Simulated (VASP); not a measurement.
Wanted: the native input for a VASP 6.6.1 run.

| Property | Result |
| --- | --- |
| Task | single point |
| Functional | HSE06 |
| Potentials or basis | VASP PAW PBE potentials, release 64 (Si, Sn_d) |
| Cutoff | 400 eV |
| k mesh | 4 × 4 × 4 |
| Occupations | fermi-dirac, width 0.02 eV |
| Spin | no spin polarisation |
| Dipole correction | no |
| Grid for exact exchange (PRECFOCK) | Normal |
| Further INCAR settings | ALGO = Normal; EDIFF = 1e-06; NBANDS = 21 |
| Screening parameter | 0.2079 1/Å |

The system is Si3Sn.

```xyz
4
Lattice="3.9839 0.0000 0.0000 0.0000 3.9839 0.0000 0.0000 0.0000 5.6722" Properties=species:S:1:pos:R:3 pbc="T T T"
Si    1.9920    0.0000    4.3971
Si    1.9920    1.9920    0.0000
Si    0.0000    1.9920    1.2751
Sn    0.0000    0.0000    2.8361
```

This cell differs from its parent crystal: strain -1.3%.

These files were run (other wordings do the same):

POSCAR

```
Si3Sn
1.0
    3.9839383124      0.0000000000      0.0000000000
    0.0000000000      3.9839383124      0.0000000000
    0.0000000000      0.0000000000      5.6721638778
Si Sn
3 1
Direct
    0.5000000000      0.0000000000      0.7752034014
    0.5000000000      0.5000000000      0.0000000000
    0.0000000000      0.5000000000      0.2247965986
    0.0000000000      0.0000000000      0.5000000000
```

INCAR.step1

```
SYSTEM = Si3Sn
PREC = Accurate
ENCUT = 400
EDIFF = 1E-5
ISMEAR = -1
SIGMA = 0.02
LREAL = .FALSE.
LASPH = .TRUE.
NELM = 120
ALGO = Normal
ISIF = 2
LWAVE = .TRUE.
LCHARG = .FALSE.
NBANDS = 21
GGA = PE
GGA_COMPAT = .FALSE.
```

INCAR.step2

```
SYSTEM = Si3Sn
PREC = Accurate
ENCUT = 400
EDIFF = 1E-6
ISMEAR = -1
SIGMA = 0.02
LREAL = .FALSE.
LASPH = .TRUE.
NELM = 120
ALGO = Normal
ISIF = 2
LWAVE = .FALSE.
LCHARG = .FALSE.
GGA = PE
LHFCALC = .TRUE.
HFSCREEN = 0.2079
PRECFOCK = Normal
NBANDS = 21
ISTART = 1
GGA_COMPAT = .FALSE.
```

KPOINTS

```
regular mesh
0
G
  4 4 4
  0 0 0
```

Potentials or basis: VASP PAW PBE potentials, release 64 (Si, Sn_d).

Command:

```console
$ cat potpaw_PBE.64/Si/POTCAR potpaw_PBE.64/Sn_d/POTCAR > POTCAR
$ cp INCAR.step1 INCAR
$ mpirun -np 1 vasp_std > vasp.out
$ cp INCAR.step2 INCAR
$ mpirun -np 1 vasp_std > vasp.out
```

Results of the run:

The pressure is 3.0 GPa and the largest force is 0.003 eV/Å. The band gap on the k mesh is 0.67 eV, indirect (least direct gap 0.99 eV).

Caveat: the cell differs from its parent crystal (strain -1.3%); the PAW data sets were made with another functional, which shifts forces and pressure a little; spin-orbit coupling is left out, which moves the levels of the heavy elements.

Wall time 16 min on 1 thread of Intel(R) Xeon(R) Platinum 8488C (Sapphire Rapids) (shared host), peak memory 0.29 GiB.
